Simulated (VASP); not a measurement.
The system is Zn3H.

```
Zn H
1.0
     0.00000    2.92764    2.92764
     2.92764    0.00000    2.92764
     2.92764    2.92764    0.00000
Zn H
3 1
Direct
  0.50000 0.50000 0.50000
  0.25000 0.25000 0.25000
  0.75000 0.75000 0.75000
  0.00000 0.00000 0.00000
```

The cell was generated, and may not be a known phase.

| Quantity | Value |
| --- | --- |
| Program | VASP 6.6.1 |
| Task | relaxation of cell and atoms |
| Functional | PBE |
| Potentials or basis | VASP PAW PBE potentials, release 64 (Zn, H) |
| Cutoff | 600 eV |
| k mesh | 6 × 6 × 6 |
| Occupations | gaussian, width 0.1 eV |
| Spin | no spin polarisation |

At the start: pressure 4.8 GPa; volume 12.55 Å³/atom.

Problem. Where does the relaxation end?

Solution. Over 3 steps the energy falls by 13.5 meV/atom and the volume is 13.50 Å³/atom (+7.6 %); space group Fm-3m (No. 225, to 0.1 Å) before and after.

Step by step:
```csv
step,energy change (eV),largest force (eV/Å),pressure (GPa),volume (Å³)
1,0.0000,0.0000,4.79,50.19
2,-0.0502,0.0000,1.13,52.96
3,-0.0539,0.0000,0.04,53.98
```

Final structure:
```
Zn H
1.0
     0.00000    2.99963    2.99963
     2.99963    0.00000    2.99963
     2.99963    2.99963    0.00000
Zn H
3 1
Direct
  0.50000 0.50000 0.50000
  0.25000 0.25000 0.25000
  0.75000 0.75000 0.75000
  0.00000 0.00000 0.00000
```
